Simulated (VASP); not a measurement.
# NaH (Fm-3m) in VASP: settings compared

The runs below take NaH through single point, with LDA, r2SCAN.

All numbers are computed with VASP 6.6.1; they aren't measurements. Logs are shortened: lines on timing, memory, paths and dates and some standing lists are left out, and cuts for length are marked.

## 1. The cell of the first run

Symmetry: Fm-3m, No. 225, cubic system. Conventional cell: a = 4.912 Å, b = 4.912 Å, c = 4.912 Å, α = 90.00°, β = 90.00°, γ = 90.00°. Within 3.2 Å of Na (site symmetry m-3m) lie 6 H at 2.46 Å. Within 3.2 Å of H (site symmetry m-3m) lie 6 Na at 2.46 Å.

## 2. Single point, LDA

The input, INCAR:

```
ALGO = Normal
EDIFF = 1E-7
ENCUT = 520
ISIF = 2
ISMEAR = -1
LASPH = True
LCHARG = False
LREAL = False
LWAVE = False
NBANDS = 11
NELM = 60
PREC = Accurate
SIGMA = 0.05
```

The input, KPOINTS:

```
k-points
0
Gamma
  9 9 9
```

The input, POSCAR:

```
NaH
1.0
    0.0000000000      2.4561594113      2.4561594113
    2.4561594113      0.0000000000      2.4561594113
    2.4561594113      2.4561594113      0.0000000000
Na H
1 1
Direct
    0.0000000000      0.0000000000      0.0000000000
    0.5000000000      0.5000000000      0.5000000000
```

Potentials or basis: VASP PAW LDA potentials, release 64 (Na_pv, H).

On the command line:

```
> cat potpaw_LDA.64/Na_pv/POTCAR potpaw_LDA.64/H/POTCAR > POTCAR
> mpirun -np 1 vasp_std > vasp.out
```

OUTCAR:

```text
EDIFF = 1E-7
   ENCUT = 520
   ISIF = 2
   ISMEAR = -1
   LASPH = True
   LREAL = False
   NELM = 60
   PREC = Accurate

 ion  position               nearest neighbor table
   1  0.000  0.000  0.000-
   2  0.500  0.500  0.500-

  LATTYP: Found a face centered cubic cell.
 ALAT       =     4.9123188226

  Lattice vectors:

 A1 = (   0.0000000000,   2.4561594113,   2.4561594113)
 A2 = (   2.4561594113,   0.0000000000,   2.4561594113)
 A3 = (   2.4561594113,   2.4561594113,   0.0000000000)

Analysis of symmetry for initial positions (statically):
=====================================================================
 Subroutine PRICEL returns:
 Original cell was already a primitive cell.

 Routine SETGRP: Setting up the symmetry group for a
 face centered cubic supercell.

 Subroutine GETGRP returns: Found 48 space group operations
 (whereof 48 operations were pure point group operations)
 out of a pool of 48 trial point group operations.

The static configuration has the point symmetry O_h .

Analysis of symmetry for dynamics (positions and initial velocities):
=====================================================================
 Subroutine PRICEL returns:
 Original cell was already a primitive cell.

 Routine SETGRP: Setting up the symmetry group for a
 face centered cubic supercell.

 Subroutine GETGRP returns: Found 48 space group operations
 (whereof 48 operations were pure point group operations)
 out of a pool of 48 trial point group operations.

The dynamic configuration has the point symmetry O_h .

 Subroutine INISYM returns: Found 48 space group operations
 (whereof 48 operations are pure point group operations),
 and found     1 'primitive' translations

----------------------------------------------------------------------------------------

                                     Primitive cell

  volume of cell :      29.6346

  direct lattice vectors                    reciprocal lattice vectors
     0.000000000  2.456159411  2.456159411    -0.203569849  0.203569849  0.203569849
     2.456159411  0.000000000  2.456159411     0.203569849 -0.203569849  0.203569849
     2.456159411  2.456159411  0.000000000     0.203569849  0.203569849 -0.203569849

  length of vectors
     3.473533951  3.473533951  3.473533951     0.352593321  0.352593321  0.352593321

  position of ions in fractional coordinates (direct lattice)
     0.000000000  0.000000000  0.000000000
     0.500000000  0.500000000  0.500000000

  ion indices of the primitive-cell ions
   primitive index   ion index
                 1           1
                 2           2

----------------------------------------------------------------------------------------

 KPOINTS: k-points

Automatic generation of k-mesh.
 Grid dimensions read from file:
 generate k-points for:    9    9    9

 Generating k-lattice:

  Cartesian coordinates                     Fractional coordinates (reciprocal lattice)
    -0.022618872  0.022618872  0.022618872     0.111111111  0.000000000  0.000000000
     0.022618872 -0.022618872  0.022618872     0.000000000  0.111111111  0.000000000
     0.022618872  0.022618872 -0.022618872     0.000000000  0.000000000  0.111111111

  Length of vectors
     0.039177036  0.039177036  0.039177036

  Shift w.r.t. Gamma in fractional coordinates (k-lattice)
     0.000000000  0.000000000  0.000000000

 Subroutine IBZKPT returns following result:
 ===========================================

 Found     35 irreducible k-points:

 Following reciprocal coordinates:
            Coordinates               Weight
  0.000000  0.000000  0.000000      1.000000
  0.111111  0.000000  0.000000      8.000000
  0.222222  0.000000  0.000000      8.000000
  0.333333  0.000000  0.000000      8.000000
  0.444444  0.000000  0.000000      8.000000
  0.111111  0.111111  0.000000      6.000000
[... 16 lines left out ...]
 -0.333333  0.333333  0.000000     12.000000
  0.444444  0.444444  0.000000      6.000000
 [... further k-points ...]
   k-points           NKPTS =     35   k-points in BZ     NKDIM =     35   number of bands    NBANDS=     11
   number of dos      NEDOS =    301   number of ions     NIONS =      2
   total plane-waves  NPLWV =  21952
   dimension x,y,z NGX =    28 NGY =   28 NGZ =   28
   dimension x,y,z NGXF=    56 NGYF=   56 NGZF=   56
   ions per type =               1   1
   NGX,Y,Z   is equivalent  to a cutoff of  13.40, 13.40, 13.40 a.u.
   NGXF,Y,Z  is equivalent  to a cutoff of  26.80, 26.80, 26.80 a.u.
 SYSTEM =  unknown system
   PREC   = accura    normal or accurate (medium, high low for compatibility)
   ISTART =      0    job   : 0-new  1-cont  2-samecut
   ICHARG =      2    charge: 1-file 2-atom 10-const
   ISPIN  =      1    spin polarized calculation?
   LNONCOLLINEAR =      F non collinear calculations
   LSORBIT =      F    spin-orbit coupling
   LASPH  =      T    aspherical Exc in radial PAW
   ENCUT  =  520.0 eV  38.22 Ry    6.18 a.u.   6.46  6.46  6.46*2*pi/ulx,y,z
   NELM   =     60;   NELMIN=  2; NELMDL= -5     # of ELM steps
   EDIFF  = 0.1E-06   stopping-criterion for ELM
   LREAL  =      F    real-space projection
   EDIFFG = 0.1E-05   stopping-criterion for IOM
   NSW    =      0    number of steps for IOM
   IBRION =     -1    ionic relax: 0-MD 1-quasi-New 2-CG
   NFREE  =      0    steps in history (QN), initial steepest desc. (CG)
   ISIF   =      2    stress and relaxation
   ISYM   =      2    0-nonsym 1-usesym 2-fastsym
   POTIM  = 0.5000    time-step for ionic-motion
   TEBEG  =    0.0;   TEEND  =   0.0 temperature during run
   PSTRESS=    0.0 pullay stress
   NELECT =       8.0000    total number of electrons
   NUPDOWN=      -1.0000    fix difference up-down
   EMIN   =  10.00;   EMAX   =-10.00  energy-range for DOS
   EFERMI =   0.00;   METHOD = LEGACY
   ISMEAR =    -1;   SIGMA  =   0.05  broadening in eV -4-tet -1-fermi 0-gaus
   EFERMI_NEDOS =   21; number of points for ismear=-14 and -15
   IALGO  =     38    algorithm
   IMIX   =      4    mixing-type and parameters
     AMIX     =   0.40;   BMIX     =  1.00
     AMIX_MAG =   1.60;   BMIX_MAG =  1.00
  volume/ion in A,a.u.               =      14.82        99.99
  Fermi-wavevector in a.u.,A,eV,Ry     =   1.058047  1.999419 15.231224  1.119463
  Thomas-Fermi vector in A             =   2.193342
   LORBIT       =      0    0 simple, 1 ext, 2 COOP (PROOUT), +10 PAW based schemes
   GGA     = CA    functional components
   LHFCALC =     F    Hartree Fock is set to
   AEXX    =    0.0000 exact exchange contribution
   IVDW    =     0    specifies the selected vdW correction
   LEPSILON=     F    determine dielectric tensor
   LRPA    =     F    only Hartree local field effects (RPA)
 non-spin polarized calculation
  energy-cutoff  :      520.00
  volume of cell :       29.63
 maximum number of plane-waves:       821
 NGX is ok and might be reduce to    28
   NGX = 13   NGY = 13   NGZ = 13

 number of electron       8.0000001 magnetization

 Free energy of the ion-electron system (eV)
  ---------------------------------------------------
  ext. energy  EPLUGINS =         0.00000000
  ---------------------------------------------------
  free energy    TOTEN  =        -5.36963361 eV

  energy without entropy =       -5.36963361  energy(sigma->0) =       -5.36963361

 E-fermi :  -0.3637     XC(G=0):  -8.0613

 val. band max:       -1.4335339264   @ k =  -0.3333   0.4444   0.1111
 cond. band min:       2.2011261718   @ k =  -0.4444   0.1111   0.0000
 fundamental gap:      3.6346600981
 Fermi energy:        -0.3636999363

 k-point     1 :       0.0000    0.0000    0.0000
  band No.  band energies     occupation
      1     -23.6261      2.00000
      2     -23.6261      2.00000
      3     -23.6261      2.00000
      4      -5.0160      2.00000
      5       8.5926      0.00000
      6      13.4708      0.00000
      7      13.4708      0.00000
      8      13.4708      0.00000
      9      14.3294      0.00000
     10      14.3294      0.00000
     11      14.3294      0.00000

 k-point     2 :       0.1111    0.0000    0.0000
  band No.  band energies     occupation
      1     -23.6359      2.00000
      2     -23.6273      2.00000
      3     -23.6273      2.00000
      4      -4.8076      2.00000
      5       7.9058      0.00000
      6      11.2162      0.00000
      7      12.7963      0.00000
      8      12.7963      0.00000
      9      15.1941      0.00000
     10      15.1941      0.00000
     11      15.3272      0.00000

 k-point     3 :       0.2222    0.0000    0.0000
  band No.  band energies     occupation
      1     -23.6605      2.00000
      2     -23.6303      2.00000
      3     -23.6303      2.00000
      4      -4.2056      2.00000
      5       5.9846      0.00000
      6       9.7905      0.00000
      7      12.0964      0.00000
      8      12.0964      0.00000
      9      15.3944      0.00000
     10      15.3944      0.00000
     11      16.3341      0.00000

 k-point     4 :       0.3333    0.0000    0.0000
  band No.  band energies     occupation
      1     -23.6882      2.00000
      2     -23.6337      2.00000
      3     -23.6337      2.00000
      4      -3.3026      2.00000
      5       3.8006      0.00000
      6       9.1683      0.00000
      7      11.6473      0.00000
      8      11.6473      0.00000
      9      14.5928      0.00000
     10      14.5928      0.00000
     11      16.7273      0.00000
[... 239 lines left out ...]
 k-point    22 :      -0.4444    0.3333    0.0000
  band No.  band energies     occupation
      1     -23.6906      2.00000
      2     -23.6661      2.00000
      3     -23.6488      2.00000
      4      -1.6052      2.00000
      5       3.3465      0.00000
      6       5.0837      0.00000
      7       9.1882      0.00000
      8       9.6669      0.00000
      9      13.9657      0.00000
     10      19.1574      0.00000
     11      19.6152      0.00000

 k-point    23 :      -0.3333    0.3333    0.0000
  band No.  band energies     occupation
      1     -23.6805      2.00000
      2     -23.6782      2.00000
      3     -23.6443      2.00000
      4      -1.6445      2.00000
      5       3.8457      0.00000
      6       4.0488      0.00000
      7       9.7096      0.00000
      8      10.2114      0.00000
      9      16.0919      0.00000
     10      18.9071      0.00000
     11      19.1689      0.00000

 k-point    24 :       0.4444    0.4444    0.0000
  band No.  band energies     occupation
      1     -23.6981      2.00000
      2     -23.6535      2.00000
      3     -23.6535      2.00000
      4      -1.7408      2.00000
      5       3.0707      0.00000
      6       8.2070      0.00000
      7       8.7259      0.00000
      8       8.7259      0.00000
      9       9.7133      0.00000
     10      20.9397      0.00000
     11      22.6362      0.00000

 [... further k-points ...]

------------------------ aborting loop because EDIFF is reached ----------------------------------------

  FORCE on cell =-STRESS in cart. coord.  units (eV):
  Direction    XX          YY          ZZ          XY          YZ          ZX
  --------------------------------------------------------------------------------------
  -------------------------------------------------------------------------------------
  Total       -0.5512804     -0.5512804     -0.5512804      0.0000000      0.0000000      0.0000000
  in kB      -29.8046133    -29.8046133    -29.8046133      0.0000000      0.0000000      0.0000000
  external PRESSURE =     -29.8046133 kB  Pullay stress =       0.0000000 kB

 VOLUME and BASIS-vectors are now :
 -----------------------------------------------------------------------------
  energy-cutoff  :      520.00
  volume of cell :       29.63
      direct lattice vectors                 reciprocal lattice vectors
     0.000000000  2.456159411  2.456159411    -0.203569849  0.203569849  0.203569849
     2.456159411  0.000000000  2.456159411     0.203569849 -0.203569849  0.203569849
     2.456159411  2.456159411  0.000000000     0.203569849  0.203569849 -0.203569849

 POSITION                                       TOTAL-FORCE (eV/Angst)
 -----------------------------------------------------------------------------------
      0.00000      0.00000      0.00000        -0.000000     -0.000000      0.000000
      2.45616      2.45616      2.45616         0.000000      0.000000     -0.000000
 -----------------------------------------------------------------------------------
    total drift:                               -0.000000     -0.000000      0.000000

  FREE ENERGIE OF THE ION-ELECTRON SYSTEM (eV)
  ---------------------------------------------------
  free  energy   TOTEN  =        -5.3696336095 eV

  energy  without entropy=       -5.3696336095  energy(sigma->0) =       -5.36963361
```

It took 4.7 s on 1 thread of Intel Xeon 6975P-C (Granite Rapids), shared host; peak memory 0.13 GiB.

What came out:

| Quantity | Value |
| --- | --- |
| Free energy | -5.3696 eV |
| Pressure | -3.0 GPa |
| Band gap on the k mesh | 3.63 eV, indirect (least direct gap 4.37 eV) |

Levels at points of the mesh, in eV from the valence-band top:
```
           k point  band 1  band 2  band 3  band 4  band 5  band 6  band 7  band 8  band 9
(0.00, 0.00, 0.00)  -22.19  -22.19  -22.19   -3.58   10.03   14.90   14.90   14.90   15.76
```

A k mesh can miss the band edges. A hybrid or GW would open this gap; LDA tends to underestimate it.

(Part 1 of 2 ends here.)
